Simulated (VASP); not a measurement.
# Mo (P6/mmm) in VASP: single point with LDA

Aim: the single point of Mo with LDA.

Everything below comes from runs of VASP 6.6.1. Logs are shortened: lines on timing, memory, paths and dates and some standing lists are left out, and cuts for length are marked.

### Step 1. The cell of the first run

Symmetry: P6/mmm, No. 191, hexagonal system. The conventional cell has a = 2.794 Å, b = 2.794 Å, c = 4.566 Å, α = 90.00°, β = 90.00°, γ = 120.00°. Mo (site symmetry 6/mmm) has 6 Mo at 2.79 Å within 3.7 Å.

### Step 2. Single point, LDA

File INCAR:

```
PREC = Accurate ; ENCUT = 520
EDIFF = 1E-6 ; ISMEAR = 0
SIGMA = 0.2 ; LREAL = False
LASPH = True ; NELM = 80
ALGO = Normal ; ISIF = 2
LWAVE = False ; LCHARG = False
GGA = CA ; NBANDS = 13
```

File KPOINTS:

```
Automatic mesh
0
Gamma
  12 12 6
```

File POSCAR:

```
Mo
1.0
    2.7938960000      0.0000000000      0.0000000000
   -1.3969480000      2.4195850000      0.0000000000
    0.0000000000      0.0000000000      4.5663710000
Mo
1
Direct
    0.6666666667      0.3333333333      0.5000000000
```

Potentials or basis: VASP PAW LDA potentials, release 64 (Mo_sv).

On the command line:

```bash
cat potpaw_LDA.64/Mo_sv/POTCAR > POTCAR
mpirun -np 1 vasp_std > vasp.out
```

OUTCAR:

```text
PREC = Accurate
   ENCUT = 520
   EDIFF = 1E-6
   ISMEAR = 0
   LREAL = False
   LASPH = True
   NELM = 80
   ISIF = 2
   GGA = CA

 ion  position               nearest neighbor table
   1  0.667  0.333  0.500-

  LATTYP: Found a hexagonal cell.
 ALAT       =     2.7938960000
 C/A-ratio  =     1.6344097991

  Lattice vectors:

 A1 = (   2.7938960000,   0.0000000000,   0.0000000000)
 A2 = (  -1.3969480000,   2.4195850000,   0.0000000000)
 A3 = (   0.0000000000,   0.0000000000,   4.5663710000)

Analysis of symmetry for initial positions (statically):
=====================================================================
 Subroutine PRICEL returns:
 Original cell was already a primitive cell.

 Routine SETGRP: Setting up the symmetry group for a
 hexagonal supercell.

 Subroutine GETGRP returns: Found 24 space group operations
 (whereof 12 operations were pure point group operations)
 out of a pool of 24 trial point group operations.

The static configuration has the point symmetry D_3h.
 The point group associated with its full space group is D_6h.

Analysis of symmetry for dynamics (positions and initial velocities):
=====================================================================
 Subroutine PRICEL returns:
 Original cell was already a primitive cell.

 Routine SETGRP: Setting up the symmetry group for a
 hexagonal supercell.

 Subroutine GETGRP returns: Found 24 space group operations
 (whereof 12 operations were pure point group operations)
 out of a pool of 24 trial point group operations.

The dynamic configuration has the point symmetry D_3h.
 The point group associated with its full space group is D_6h.

 Subroutine INISYM returns: Found 24 space group operations
 (whereof 12 operations are pure point group operations),
 and found     1 'primitive' translations

----------------------------------------------------------------------------------------

                                     Primitive cell

  volume of cell :      30.8690

  direct lattice vectors                    reciprocal lattice vectors
     2.793896000  0.000000000  0.000000000     0.357923130  0.206647008  0.000000000
    -1.396948000  2.419585000  0.000000000     0.000000000  0.413294015  0.000000000
     0.000000000  0.000000000  4.566371000     0.000000000  0.000000000  0.218992281

  length of vectors
     2.793896000  2.793896077  4.566371000     0.413294027  0.413294015  0.218992281

  position of ions in fractional coordinates (direct lattice)
     0.666666667  0.333333333  0.500000000

  ion indices of the primitive-cell ions
   primitive index   ion index
                 1           1

----------------------------------------------------------------------------------------

 KPOINTS: Automatic mesh

Automatic generation of k-mesh.
 Grid dimensions read from file:
 generate k-points for:   12   12    6

 Generating k-lattice:

  Cartesian coordinates                     Fractional coordinates (reciprocal lattice)
     0.029826927  0.017220584  0.000000000     0.083333333  0.000000000  0.000000000
     0.000000000  0.034441168  0.000000000     0.000000000  0.083333333  0.000000000
     0.000000000  0.000000000  0.036498713     0.000000000  0.000000000  0.166666667

  Length of vectors
     0.034441169  0.034441168  0.036498713

  Shift w.r.t. Gamma in fractional coordinates (k-lattice)
     0.000000000  0.000000000  0.000000000

 Subroutine IBZKPT returns following result:
 ===========================================

 Found     76 irreducible k-points:

 Following reciprocal coordinates:
            Coordinates               Weight
  0.000000  0.000000  0.000000      1.000000
  0.083333  0.000000  0.000000      6.000000
  0.166667  0.000000  0.000000      6.000000
  0.250000  0.000000  0.000000      6.000000
  0.333333  0.000000  0.000000      6.000000
  0.416667  0.000000  0.000000      6.000000
[... 16 lines left out ...]
  0.250000  0.000000  0.166667     12.000000
  0.333333  0.000000  0.166667     12.000000
 [... further k-points ...]
   k-points           NKPTS =     76   k-points in BZ     NKDIM =     76   number of bands    NBANDS=     13
   number of dos      NEDOS =    301   number of ions     NIONS =      1
   total plane-waves  NPLWV =  20736
   dimension x,y,z NGX =    24 NGY =   24 NGZ =   36
   dimension x,y,z NGXF=    48 NGYF=   48 NGZF=   72
   ions per type =               1
   NGX,Y,Z   is equivalent  to a cutoff of  14.28, 14.28, 13.11 a.u.
   NGXF,Y,Z  is equivalent  to a cutoff of  28.56, 28.56, 26.21 a.u.
 SYSTEM =  unknown system
   PREC   = accura    normal or accurate (medium, high low for compatibility)
   ISTART =      0    job   : 0-new  1-cont  2-samecut
   ICHARG =      2    charge: 1-file 2-atom 10-const
   ISPIN  =      1    spin polarized calculation?
   LNONCOLLINEAR =      F non collinear calculations
   LSORBIT =      F    spin-orbit coupling
   LASPH  =      T    aspherical Exc in radial PAW
   ENCUT  =  520.0 eV  38.22 Ry    6.18 a.u.   5.19  5.19  8.49*2*pi/ulx,y,z
   NELM   =     80;   NELMIN=  2; NELMDL= -5     # of ELM steps
   EDIFF  = 0.1E-05   stopping-criterion for ELM
   LREAL  =      F    real-space projection
   EDIFFG = 0.1E-04   stopping-criterion for IOM
   NSW    =      0    number of steps for IOM
   IBRION =     -1    ionic relax: 0-MD 1-quasi-New 2-CG
   NFREE  =      0    steps in history (QN), initial steepest desc. (CG)
   ISIF   =      2    stress and relaxation
   ISYM   =      2    0-nonsym 1-usesym 2-fastsym
   POTIM  = 0.5000    time-step for ionic-motion
   TEBEG  =    0.0;   TEEND  =   0.0 temperature during run
   PSTRESS=    0.0 pullay stress
   NELECT =      14.0000    total number of electrons
   NUPDOWN=      -1.0000    fix difference up-down
   EMIN   =  10.00;   EMAX   =-10.00  energy-range for DOS
   EFERMI =   0.00;   METHOD = LEGACY
   ISMEAR =     0;   SIGMA  =   0.20  broadening in eV -4-tet -1-fermi 0-gaus
   EFERMI_NEDOS =   21; number of points for ismear=-14 and -15
   IALGO  =     38    algorithm
   IMIX   =      4    mixing-type and parameters
     AMIX     =   0.40;   BMIX     =  1.00
     AMIX_MAG =   1.60;   BMIX_MAG =  1.00
  volume/ion in A,a.u.               =      30.87       208.31
  Fermi-wavevector in a.u.,A,eV,Ry     =   1.257796  2.376889 21.525094  1.582050
  Thomas-Fermi vector in A             =   2.391437
   LORBIT       =      0    0 simple, 1 ext, 2 COOP (PROOUT), +10 PAW based schemes
   GGA     = CA    functional components
   LHFCALC =     F    Hartree Fock is set to
   AEXX    =    0.0000 exact exchange contribution
   IVDW    =     0    specifies the selected vdW correction
   LEPSILON=     F    determine dielectric tensor
   LRPA    =     F    only Hartree local field effects (RPA)
 non-spin polarized calculation
 Gauss-broadening in eV      SIGMA  =   0.20
  energy-cutoff  :      520.00
  volume of cell :       30.87
 maximum number of plane-waves:       843
 NGX is ok and might be reduce to    24
   NGX = 11   NGY = 11   NGZ = 17

 number of electron      14.0000002 magnetization

 Free energy of the ion-electron system (eV)
  ---------------------------------------------------
  ext. energy  EPLUGINS =         0.00000000
  ---------------------------------------------------
  free energy    TOTEN  =        -9.17861782 eV

  energy without entropy =       -9.14105425  energy(sigma->0) =       -9.15983604

 E-fermi :   4.0700     XC(G=0):  -9.6294

 val. band max:        4.0548256413   @ k =   0.3333   0.2500   0.5000
 cond. band min:       4.0864141989   @ k =   0.4167   0.0000   0.0000
 fundamental gap:      0.0315885577
 Fermi energy:         4.0699588867

 k-point     1 :       0.0000    0.0000    0.0000
  band No.  band energies     occupation
      1     -56.6562      2.00000
      2     -31.0735      2.00000
      3     -30.1683      2.00000
      4     -30.1683      2.00000
      5      -0.8379      2.00000
      6       1.8458      2.00000
      7       3.7398      1.98044
      8       3.7398      1.98044
      9       6.3191      0.00000
     10       6.3191      0.00000
     11       7.3322      0.00000
     12      12.7950      0.00000
     13      18.6203      0.00000

 k-point     2 :       0.0833    0.0000    0.0000
  band No.  band energies     occupation
      1     -56.6449      2.00000
      2     -31.0628      2.00000
      3     -30.2452      2.00000
      4     -30.1858      2.00000
      5      -0.5614      2.00000
      6       1.9750      2.00000
      7       3.5391      1.99983
      8       3.9648      1.54296
      9       5.4010      0.00000
     10       6.2548      0.00000
     11       8.3387      0.00000
     12      12.8657      0.00000
     13      19.1253      0.00000

 k-point     3 :       0.1667    0.0000    0.0000
  band No.  band energies     occupation
      1     -56.6140      2.00000
      2     -31.0335      2.00000
      3     -30.4522      2.00000
      4     -30.2334      2.00000
      5       0.1645      2.00000
      6       2.3161      2.00000
      7       3.1687      2.00000
      8       4.2557      0.18908
      9       4.6164      0.00011
     10       6.0836      0.00000
     11       9.7456      0.00000
     12      13.0712      0.00000
     13      19.8489      0.00000
[... 305 lines left out ...]
 k-point    23 :       0.2500    0.0000    0.1667
  band No.  band energies     occupation
      1     -56.5715      2.00000
      2     -30.9938      2.00000
      3     -30.7280      2.00000
      4     -30.2978      2.00000
      5       0.8781      2.00000
      6       2.6394      2.00000
      7       3.3719      2.00000
      8       3.5325      1.99986
      9       5.6186      0.00000
     10       5.8502      0.00000
     11       9.7512      0.00000
     12      14.9468      0.00000
     13      18.0177      0.00000

 k-point    24 :       0.3333    0.0000    0.1667
  band No.  band energies     occupation
      1     -56.5285      2.00000
      2     -30.9964      2.00000
      3     -30.9532      2.00000
      4     -30.3615      2.00000
      5       0.7776      2.00000
      6       2.3740      2.00000
      7       3.7370      1.98143
      8       4.6235      0.00009
      9       5.6357      0.00000
     10       6.8081      0.00000
     11      10.7892      0.00000
     12      14.8726      0.00000
     13      16.0967      0.00000

 [... further k-points ...]
[... 5 lines left out ...]
  --------------------------------------------------------------------------------------
  -------------------------------------------------------------------------------------
  Total       -5.3142690     -5.3142694     -1.4481755     -0.0000000      0.0000000      0.0000000
  in kB     -275.8238418   -275.8238620    -75.1639268     -0.0000000      0.0000000      0.0000000
  external PRESSURE =    -208.9372102 kB  Pullay stress =       0.0000000 kB

 VOLUME and BASIS-vectors are now :
 -----------------------------------------------------------------------------
  energy-cutoff  :      520.00
  volume of cell :       30.87
      direct lattice vectors                 reciprocal lattice vectors
     2.793896000  0.000000000  0.000000000     0.357923130  0.206647008  0.000000000
    -1.396948000  2.419585000  0.000000000     0.000000000  0.413294015  0.000000000
     0.000000000  0.000000000  4.566371000     0.000000000  0.000000000  0.218992281

 POSITION                                       TOTAL-FORCE (eV/Angst)
 -----------------------------------------------------------------------------------
      1.39695      0.80653      2.28319         0.000000      0.000000      0.000000
 -----------------------------------------------------------------------------------
    total drift:                               -0.000000      0.000000      0.000000

  FREE ENERGIE OF THE ION-ELECTRON SYSTEM (eV)
  ---------------------------------------------------
  free  energy   TOTEN  =        -9.1786178233 eV

  energy  without entropy=       -9.1410542507  energy(sigma->0) =       -9.15983604
```

Wall time 21 s (1 thread of Intel Xeon 6975P-C, shared host); peak memory 0.15 GiB.

Results:

- Free energy: -9.1786 eV
- Pressure: -20.9 GPa
- Band gap on the k mesh: zero (band 7 reaches 5.14 eV, above the bottom of band 8 at 3.17 eV)

Stress tensor (GPa, compression positive):
```
-27.58   0.00   0.00
  0.00 -27.58   0.00
  0.00   0.00  -7.52
```
